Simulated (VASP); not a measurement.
Wanted: the native input for a VASP 6.6.1 run.

- Task: single point
- Functional: PBEsol
- Potentials or basis: VASP PAW PBE potentials, release 64 (Li_sv)
- Cutoff: 520 eV
- k mesh: 18 × 18 × 10
- Occupations: gaussian, width 0.15 eV
- Spin: no spin polarisation
- Dipole correction: no
- Further INCAR settings: ALGO = Fast; EDIFF = 1e-07; NBANDS = 10

The structure of Li lies in POSCAR:

```
Li
1.0
    2.8504878489      0.0000000000      0.0000000000
   -1.4252439245      2.4685948904      0.0000000000
    0.0000000000      0.0000000000      6.0664679995
Li
2
Direct
    0.3333333333      0.6666666667      0.2500000000
    0.6666666667      0.3333333333      0.7500000000
```

This cell differs from its parent crystal: ratio of the length along z to the lengths across it x 1.3, volume and fractional coordinates fixed.

These files were run (other wordings do the same):

INCAR

```
ALGO = Fast
EDIFF = 1E-7
ENCUT = 520
GGA = PS
ISIF = 2
ISMEAR = 0
LASPH = True
LCHARG = False
LREAL = False
LWAVE = False
NBANDS = 10
NELM = 100
PREC = Accurate
SIGMA = 0.15
```

KPOINTS

```
k-points
0
Gamma
  18 18 10
```

Potentials or basis: VASP PAW PBE potentials, release 64 (Li_sv).

The run is started by

```console
$ cat potpaw_PBE.64/Li_sv/POTCAR > POTCAR
$ mpirun -np 1 vasp_std > vasp.out
```

It gave:

```json
{"Band gap on the k mesh": "zero (band 3 reaches 3.31 eV, above the bottom of band 4 at -2.22 eV)"}
```

It took 3.7 min on 1 thread of AMD EPYC 7R13 Processor (Zen 3), on a shared host, peak memory 0.17 GiB.
